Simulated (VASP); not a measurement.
C: single point with r2SCAN

C:

```
C
1.0
     2.45587    0.00000    0.00000
    -1.22793    2.12684    0.00000
     0.00000    0.00000   29.67016
C
12
Direct
  0.66667 0.33333 0.99687
  0.66667 0.33333 0.49688
  0.66667 0.33333 0.73445
  0.66667 0.33333 0.23446
  0.00000 0.00000 0.61567
  0.33333 0.66667 0.23445
  0.00000 0.00000 0.11567
  0.66667 0.33333 0.61567
  0.33333 0.66667 0.73446
  0.33333 0.66667 0.11567
  0.33333 0.66667 0.49687
  0.33333 0.66667 0.99688
```

```yaml
Program: VASP 6.6.1
Task: single point
Functional: r2SCAN
Potentials_or_basis: VASP PAW PBE potentials, release 64 (C)
Cutoff: 520 eV
k_mesh: 18 × 18 × 2
Occupations: gaussian, width 0.1 eV
Spin: no spin polarisation
```

The pressure is 0.5 GPa.

Stress tensor (GPa, compression positive):
```
 0.72  0.00  0.00
 0.00  0.72  0.00
 0.00  0.00 -0.09
```

Levels at points of the mesh, in eV from the Fermi level:
| k point | band 21 | band 22 | band 23 | band 24 | band 25 | band 26 | band 27 | band 28 |
| --- | --- | --- | --- | --- | --- | --- | --- | --- |
| (0.00, 0.00, 0.00) | -3.21 | -3.21 | -3.21 | -3.21 | 3.49 | 3.69 | 4.19 | 4.94 |
| (0.50, 0.00, 0.00) | -2.53 | -2.53 | -2.36 | -2.35 | 1.63 | 1.63 | 1.79 | 1.79 |
| (0.00, 0.00, 0.50) | -3.21 | -3.21 | -3.21 | -3.21 | 3.57 | 3.57 | 4.48 | 4.48 |
| (0.50, 0.00, 0.50) | -2.53 | -2.53 | -2.35 | -2.35 | 1.63 | 1.63 | 1.79 | 1.79 |

Run time: 29 min on 1 thread of Intel Xeon 6975P-C, on a shared host, peak memory 0.45 GiB.

Caveat: the PAW data sets were made with another functional, which shifts forces and pressure a little.
